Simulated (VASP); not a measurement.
Crystal: Y.

```xyz
1
Lattice="0.0000 2.5520 2.5520 2.5520 0.0000 2.5520 2.5520 2.5520 0.0000" Properties=species:S:1:pos:R:3 pbc="T T T"
Y     0.0000    0.0000    0.0000
```

```yaml
Program: VASP 6.6.1
Task: relaxation of cell and atoms
Functional: RPBE
Dispersion: D4
Potentials_or_basis: VASP PAW PBE potentials, release 64 (Y_sv)
Cutoff: 600 eV
k_mesh: 9 × 9 × 9
Occupations: fermi-dirac, width 0.05 eV
Spin: no spin polarisation
```

At the start: pressure -1.2 GPa; volume 33.24 Å³/atom.

Question: Where does the relaxation end?

Answer: Over 3 steps the energy falls by 4.0 meV/atom and the volume is 32.18 Å³/atom (-3.2 %); space group Fm-3m (No. 225, to 0.05 Å).

Step by step:
```
step  energy change (eV)  largest force (eV/Å)  pressure (GPa)  volume (Å³)
   1              0.0000                0.0000           -1.17        33.24
   2             -0.0039                0.0000            0.12        32.09
   3             -0.0040                0.0000            0.00        32.18
```

Final structure:
```
CELL_PARAMETERS angstrom
0.00000 2.52464 2.52464
2.52464 0.00000 2.52464
2.52464 2.52464 0.00000
ATOMIC_POSITIONS crystal
Y 0.00000 0.00000 0.00000
```

Caveat: the PAW data sets were made with another functional, which shifts forces and pressure a little; pairwise dispersion overbinds metals, which lowers pressure and volume.
